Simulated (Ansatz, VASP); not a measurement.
**Au: VASP beside Ansatz**

```
CELL_PARAMETERS angstrom
-1.60758 1.60758 1.60758
1.60758 -1.60758 1.60758
1.60758 1.60758 -1.60758
ATOMIC_POSITIONS crystal
Au 0.00000 0.00000 0.00000
```

Alike in both runs: functional LDA; k mesh 20 × 20 × 20; occupations fermi-dirac, width 0.15 eV; no spin polarisation.

Ansatz relaxed the structure, and its values are those at the end. VASP's run is a single point on that final structure, the one shown.

```csv
,VASP,Ansatz
version,VASP 6.6.1,Ansatz 0.2.0
potentials or method,"VASP PAW LDA potentials, release 64 (Au), cutoff 520 eV","scalar-relativistic, plane waves, PAW"
valence electrons in the cell,11,19
```

|  | VASP | Ansatz | Ansatz less VASP |
| --- | --- | --- | --- |
| gap on the k mesh at the Fermi level (eV) | none | none | - |
| pressure (GPa) | 0.5 | 0.0 | -0.50 |

LDA's correlation is that of Perdew and Zunger in VASP and of Perdew and Wang (1992) in Ansatz. A gap of «none» marks a metal or a gap that the smearing closes. VASP's potentials hold 11 valence electrons a cell and Ansatz's 19, so a difference there can come from the potentials and not from the codes.

Spin-orbit coupling is off throughout.
